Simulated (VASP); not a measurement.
Cd, 4 atoms in the cell. Symmetry: Fm-3m, No. 225, cubic system. The conventional cell has a = 4.420 Å, b = 4.420 Å, c = 4.420 Å, α = 90.00°, β = 90.00°, γ = 90.00°. Cd (site symmetry m-3m) has 12 Cd at 3.13 Å within 4.1 Å. 

- Program: VASP 6.6.1
- Task: relaxation of cell and atoms
- Functional: PBEsol
- Potentials or basis: VASP PAW PBE potentials, release 64 (Cd)
- Cutoff: 600 eV
- k mesh: 5 × 5 × 5
- Occupations: methfessel-paxton, width 0.1 eV
- Spin: no spin polarisation
- Dipole correction: no
- Further INCAR settings: ALGO = Normal; EDIFF = 1e-07; IBRION = 2; EDIFFG = -0.02; NSW = 80; ISIF = 3

Potentials or basis: VASP PAW PBE potentials, release 64 (Cd).

Launch:

```console
$ cat potpaw_PBE.64/Cd/POTCAR > POTCAR
$ mpirun -np 1 vasp_std > vasp.out
```

Hardware: 1 thread of Intel Xeon 6975P-C (shared host).

Question: How long does it take, and how much memory?

Answer: Run time: 48 s on 1 thread of Intel Xeon 6975P-C, with other jobs on the host, peak memory 0.22 GiB. Counts: scf iterations 20, k points 10, ion steps 2.
